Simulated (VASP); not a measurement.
# AlN (vca) (F-43m) in VASP: a series of runs

AlN (vca) is run at these levels: PBEsol; tasks: single point.

Program: VASP 6.6.1. These are calculated values, not measurements. Logs are shortened: lines on timing, memory, paths and dates and some standing lists are left out, and cuts for length are marked.

## 1. The cell of the first run

Symmetry: F-43m, No. 216, cubic system. Conventional cell: a = 4.380 Å, b = 4.380 Å, c = 4.380 Å, α = 90.00°, β = 90.00°, γ = 90.00°. Al (site symmetry -43m) has 4 N at 1.90 Å within 2.5 Å. Within 2.5 Å of N (site symmetry -43m) lie 4 Al at 1.90 Å.

## 2. Single point, PBEsol

File INCAR:

```
SYSTEM = AlN
PREC = Accurate ; ENCUT = 600
EDIFF = 1E-6 ; ISMEAR = 0
SIGMA = 0.1 ; LREAL = .FALSE.
LASPH = .TRUE. ; NELM = 120
ALGO = Normal ; ISIF = 2
LWAVE = .FALSE. ; LCHARG = .TRUE.
GGA = PS ; LELF = .TRUE.
LVHAR = .TRUE. ; NBANDS = 11
GGA_COMPAT = .FALSE.
```

File KPOINTS:

```
Automatic mesh
0
G
  8 8 8
  0 0 0
```

File POSCAR:

```
AlN
1.0
    0.0000000000      2.1900000000      2.1900000000
    2.1900000000      0.0000000000      2.1900000000
    2.1900000000      2.1900000000      0.0000000000
Al N
1 1
Direct
    0.0000000000      0.0000000000      0.0000000000
    0.2500000000      0.2500000000      0.2500000000
```

Potentials or basis: VASP PAW PBE potentials, release 64 (Al, N).

Run with:

```sh
$ cat potpaw_PBE.64/Al/POTCAR potpaw_PBE.64/N/POTCAR > POTCAR
$ mpirun -np 1 vasp_std > vasp.out
```

OUTCAR:

```text
SYSTEM = AlN
   PREC = Accurate
   ENCUT = 600
   EDIFF = 1E-6
   ISMEAR = 0
   LREAL = .FALSE.
   LASPH = .TRUE.
   NELM = 120
   ISIF = 2
   GGA = PS

 ion  position               nearest neighbor table
   1  0.000  0.000  0.000-   2 1.90   2 1.90   2 1.90   2 1.90
   2  0.250  0.250  0.250-   1 1.90   1 1.90   1 1.90   1 1.90

  LATTYP: Found a face centered cubic cell.
 ALAT       =     4.3800000000

  Lattice vectors:

 A1 = (   0.0000000000,   2.1900000000,   2.1900000000)
 A2 = (   2.1900000000,   0.0000000000,   2.1900000000)
 A3 = (   2.1900000000,   2.1900000000,   0.0000000000)

Analysis of symmetry for initial positions (statically):
=====================================================================
 Subroutine PRICEL returns:
 Original cell was already a primitive cell.

 Routine SETGRP: Setting up the symmetry group for a
 face centered cubic supercell.

 Subroutine GETGRP returns: Found 24 space group operations
 (whereof 24 operations were pure point group operations)
 out of a pool of 48 trial point group operations.

The static configuration has the point symmetry T_d .

Analysis of symmetry for dynamics (positions and initial velocities):
=====================================================================
 Subroutine PRICEL returns:
 Original cell was already a primitive cell.

 Routine SETGRP: Setting up the symmetry group for a
 face centered cubic supercell.

 Subroutine GETGRP returns: Found 24 space group operations
 (whereof 24 operations were pure point group operations)
 out of a pool of 48 trial point group operations.

The dynamic configuration has the point symmetry T_d .

 Subroutine INISYM returns: Found 24 space group operations
 (whereof 24 operations are pure point group operations),
 and found     1 'primitive' translations

----------------------------------------------------------------------------------------

                                     Primitive cell

  volume of cell :      21.0069

  direct lattice vectors                    reciprocal lattice vectors
     0.000000000  2.190000000  2.190000000    -0.228310502  0.228310502  0.228310502
     2.190000000  0.000000000  2.190000000     0.228310502 -0.228310502  0.228310502
     2.190000000  2.190000000  0.000000000     0.228310502  0.228310502 -0.228310502

  length of vectors
     3.097127702  3.097127702  3.097127702     0.395445390  0.395445390  0.395445390

  position of ions in fractional coordinates (direct lattice)
     0.000000000  0.000000000  0.000000000
     0.250000000  0.250000000  0.250000000

  ion indices of the primitive-cell ions
   primitive index   ion index
                 1           1
                 2           2

----------------------------------------------------------------------------------------

 KPOINTS: Automatic mesh

Automatic generation of k-mesh.
 Grid dimensions read from file:
 generate k-points for:    8    8    8

 Generating k-lattice:

  Cartesian coordinates                     Fractional coordinates (reciprocal lattice)
    -0.028538813  0.028538813  0.028538813     0.125000000  0.000000000  0.000000000
     0.028538813 -0.028538813  0.028538813     0.000000000  0.125000000  0.000000000
     0.028538813  0.028538813 -0.028538813     0.000000000  0.000000000  0.125000000

  Length of vectors
     0.049430674  0.049430674  0.049430674

  Shift w.r.t. Gamma in fractional coordinates (k-lattice)
     0.000000000  0.000000000  0.000000000

 Subroutine IBZKPT returns following result:
 ===========================================

 Found     29 irreducible k-points:

 Following reciprocal coordinates:
            Coordinates               Weight
  0.000000  0.000000  0.000000      1.000000
  0.125000  0.000000  0.000000      8.000000
  0.250000  0.000000  0.000000      8.000000
  0.375000  0.000000  0.000000      8.000000
  0.500000  0.000000  0.000000      4.000000
  0.125000  0.125000  0.000000      6.000000
[... 16 lines left out ...]
  0.500000  0.250000  0.125000     48.000000
 -0.375000  0.250000  0.125000     24.000000
 [... further k-points ...]
   k-points           NKPTS =     29   k-points in BZ     NKDIM =     29   number of bands    NBANDS=     11
   number of dos      NEDOS =    301   number of ions     NIONS =      2
   total plane-waves  NPLWV =  21952
   dimension x,y,z NGX =    28 NGY =   28 NGZ =   28
   dimension x,y,z NGXF=    56 NGYF=   56 NGZF=   56
   ions per type =               1   1
   NGX,Y,Z   is equivalent  to a cutoff of  15.03, 15.03, 15.03 a.u.
   NGXF,Y,Z  is equivalent  to a cutoff of  30.06, 30.06, 30.06 a.u.
 SYSTEM =  AlN
   PREC   = accura    normal or accurate (medium, high low for compatibility)
   ISTART =      0    job   : 0-new  1-cont  2-samecut
   ICHARG =      2    charge: 1-file 2-atom 10-const
   ISPIN  =      1    spin polarized calculation?
   LNONCOLLINEAR =      F non collinear calculations
   LSORBIT =      F    spin-orbit coupling
   LASPH  =      T    aspherical Exc in radial PAW
   ENCUT  =  600.0 eV  44.10 Ry    6.64 a.u.   6.19  6.19  6.19*2*pi/ulx,y,z
   NELM   =    120;   NELMIN=  2; NELMDL= -5     # of ELM steps
   EDIFF  = 0.1E-05   stopping-criterion for ELM
   LREAL  =      F    real-space projection
   EDIFFG = 0.1E-04   stopping-criterion for IOM
   NSW    =      0    number of steps for IOM
   IBRION =     -1    ionic relax: 0-MD 1-quasi-New 2-CG
   NFREE  =      0    steps in history (QN), initial steepest desc. (CG)
   ISIF   =      2    stress and relaxation
   ISYM   =      2    0-nonsym 1-usesym 2-fastsym
   POTIM  = 0.5000    time-step for ionic-motion
   TEBEG  =    0.0;   TEEND  =   0.0 temperature during run
   PSTRESS=    0.0 pullay stress
   NELECT =       8.0000    total number of electrons
   NUPDOWN=      -1.0000    fix difference up-down
   EMIN   =  10.00;   EMAX   =-10.00  energy-range for DOS
   EFERMI =   0.00;   METHOD = LEGACY
   ISMEAR =     0;   SIGMA  =   0.10  broadening in eV -4-tet -1-fermi 0-gaus
   EFERMI_NEDOS =   21; number of points for ismear=-14 and -15
   IALGO  =     38    algorithm
   IMIX   =      4    mixing-type and parameters
     AMIX     =   0.40;   BMIX     =  1.00
     AMIX_MAG =   1.60;   BMIX_MAG =  1.00
  volume/ion in A,a.u.               =      10.50        70.88
  Fermi-wavevector in a.u.,A,eV,Ry     =   1.186636  2.242416 19.158419  1.408104
  Thomas-Fermi vector in A             =   2.322804
   LORBIT       =      0    0 simple, 1 ext, 2 COOP (PROOUT), +10 PAW based schemes
   GGA     = PS    functional components
   LHFCALC =     F    Hartree Fock is set to
   AEXX    =    0.0000 exact exchange contribution
   IVDW    =     0    specifies the selected vdW correction
   LEPSILON=     F    determine dielectric tensor
   LRPA    =     F    only Hartree local field effects (RPA)
 non-spin polarized calculation
 Gauss-broadening in eV      SIGMA  =   0.10
  energy-cutoff  :      600.00
  volume of cell :       21.01
 maximum number of plane-waves:       725
 NGX is ok and might be reduce to    28
   NGX = 13   NGY = 13   NGZ = 13

 number of electron       7.9999999 magnetization

 Free energy of the ion-electron system (eV)
  ---------------------------------------------------
  ext. energy  EPLUGINS =         0.00000000
  ---------------------------------------------------
  free energy    TOTEN  =       -15.61285862 eV

  energy without entropy =      -15.61285862  energy(sigma->0) =      -15.61285862

 E-fermi :   6.2418     XC(G=0): -11.0936

 val. band max:        5.8005993683   @ k =   0.0000   0.0000   0.0000
 cond. band min:       8.9834465683   @ k =   0.5000   0.5000   0.0000
 fundamental gap:      3.1828472000
 Fermi energy:         6.2418239951

 k-point     1 :       0.0000    0.0000    0.0000
  band No.  band energies     occupation
      1      -9.1105      2.00000
      2       5.8006      2.00000
      3       5.8006      2.00000
      4       5.8006      2.00000
      5       9.8610      0.00000
      6      18.1885      0.00000
      7      18.1885      0.00000
      8      18.1885      0.00000
      9      23.3221      0.00000
     10      23.3221      0.00000
     11      24.6584      0.00000

 k-point     2 :       0.1250    0.0000    0.0000
  band No.  band energies     occupation
      1      -8.8829      2.00000
      2       4.6097      2.00000
      3       5.7217      2.00000
      4       5.7217      2.00000
      5      10.8090      0.00000
      6      17.6131      0.00000
      7      18.3605      0.00000
      8      18.3605      0.00000
      9      21.7701      0.00000
     10      21.7701      0.00000
     11      23.5915      0.00000

 k-point     3 :       0.2500    0.0000    0.0000
  band No.  band energies     occupation
      1      -8.2576      2.00000
      2       2.5243      2.00000
      3       5.5441      2.00000
      4       5.5441      2.00000
      5      12.1167      0.00000
      6      16.6005      0.00000
      7      17.9586      0.00000
      8      17.9586      0.00000
      9      21.8892      0.00000
     10      21.8892      0.00000
     11      22.7889      0.00000

 k-point     4 :       0.3750    0.0000    0.0000
  band No.  band energies     occupation
      1      -7.4649      2.00000
      2       0.7000      2.00000
      3       5.3824      2.00000
      4       5.3824      2.00000
      5      12.8220      0.00000
      6      15.8187      0.00000
      7      17.1212      0.00000
      8      17.1212      0.00000
      9      23.0743      0.00000
     10      23.9003      0.00000
     11      23.9003      0.00000
[... 239 lines left out ...]
 k-point    22 :       0.3750    0.2500    0.1250
  band No.  band energies     occupation
      1      -7.7545      2.00000
      2       2.2212      2.00000
      3       4.3149      2.00000
      4       5.1951      2.00000
      5      12.4753      0.00000
      6      16.1575      0.00000
      7      16.4761      0.00000
      8      18.9091      0.00000
      9      20.2627      0.00000
     10      24.7084      0.00000
     11      27.2033      0.00000

 k-point    23 :       0.5000    0.2500    0.1250
  band No.  band energies     occupation
      1      -7.0704      2.00000
      2       1.1591      2.00000
      3       3.7194      2.00000
      4       4.8646      2.00000
      5      12.7088      0.00000
      6      15.2673      0.00000
      7      17.1632      0.00000
      8      18.5149      0.00000
      9      21.6409      0.00000
     10      25.2184      0.00000
     11      27.3244      0.00000

 k-point    24 :      -0.3750    0.2500    0.1250
  band No.  band energies     occupation
      1      -6.7295      2.00000
      2       0.6366      2.00000
      3       3.5644      2.00000
      4       4.6767      2.00000
      5      12.7645      0.00000
      6      14.8834      0.00000
      7      17.7972      0.00000
      8      18.3178      0.00000
      9      22.7610      0.00000
     10      24.3521      0.00000
     11      27.5824      0.00000

 [... further k-points ...]
[... 5 lines left out ...]
  --------------------------------------------------------------------------------------
  -------------------------------------------------------------------------------------
  Total       -0.0653745     -0.0653745     -0.0653745      0.0000000      0.0000000      0.0000000
  in kB       -4.9860483     -4.9860483     -4.9860483      0.0000000      0.0000000      0.0000000
  external PRESSURE =      -4.9860483 kB  Pullay stress =       0.0000000 kB

 VOLUME and BASIS-vectors are now :
 -----------------------------------------------------------------------------
  energy-cutoff  :      600.00
  volume of cell :       21.01
      direct lattice vectors                 reciprocal lattice vectors
     0.000000000  2.190000000  2.190000000    -0.228310502  0.228310502  0.228310502
     2.190000000  0.000000000  2.190000000     0.228310502 -0.228310502  0.228310502
     2.190000000  2.190000000  0.000000000     0.228310502  0.228310502 -0.228310502

 POSITION                                       TOTAL-FORCE (eV/Angst)
 -----------------------------------------------------------------------------------
      0.00000      0.00000      0.00000        -0.000000     -0.000000      0.000000
      1.09500      1.09500      1.09500         0.000000      0.000000     -0.000000
 -----------------------------------------------------------------------------------
    total drift:                                0.000000      0.000000      0.000000

  FREE ENERGIE OF THE ION-ELECTRON SYSTEM (eV)
  ---------------------------------------------------
  free  energy   TOTEN  =       -15.6128586171 eV

  energy  without entropy=      -15.6128586171  energy(sigma->0) =      -15.61285862
```

Wall time 21 s (1 thread of Intel Xeon 8259CL, shared host); peak memory 0.15 GiB.

Results:

```
Free energy            : -15.6129 eV
Pressure               : -0.5 GPa
Band gap on the k mesh : 3.18 eV, indirect (least direct gap 4.06 eV)
```

Caveat: the PAW data sets were made with another functional, which shifts forces and pressure a little. A k mesh can miss the band edges.

## 3. Single point, PBEsol

File INCAR:

```
SYSTEM = AlN
ALGO = Normal
EDIFF = 1E-6
ENCUT = 600
GGA = PS
GGA_COMPAT = .FALSE.
ISIF = 2
ISMEAR = 0
LASPH = .TRUE.
LCHARG = .FALSE.
LREAL = .FALSE.
LWAVE = .FALSE.
NBANDS = 11
NELM = 120
PREC = Accurate
SIGMA = 0.02
```

File KPOINTS:

```
k-points
0
G
  10 10 10
  0 0 0
```

POSCAR is that of step 2.

Potentials or basis: VASP PAW PBE potentials, release 64 (Al, N).

Run with:

```sh
$ cat potpaw_PBE.64/Al/POTCAR potpaw_PBE.64/N/POTCAR > POTCAR
$ mpirun -np 1 vasp_std > vasp.out
```

Run time: 34 s. Hardware: 1 thread of Intel Xeon 8259CL, shared host; peak memory 0.15 GiB.

The run converged. Its results:

```
Free energy            : -15.6130 eV
Pressure               : -0.5 GPa
Band gap on the k mesh : 3.18 eV, indirect (least direct gap 4.06 eV)
```

Levels at points of the mesh, in eV from the valence-band top:
```
           k point  band 1  band 2  band 3  band 4  band 5  band 6  band 7  band 8  band 9
(0.00, 0.00, 0.00)  -14.91    0.00    0.00    0.00    4.06   12.39   12.39   12.39   17.52
(0.50, 0.00, 0.00)  -12.85   -5.88   -0.48   -0.48    7.21    9.71   10.98   10.98   17.72
(0.50, 0.50, 0.00)  -12.21   -4.92   -1.78   -1.78    3.18    8.43   13.76   15.52   15.52
```

Caveat: the PAW data sets were made with another functional, which shifts forces and pressure a little.
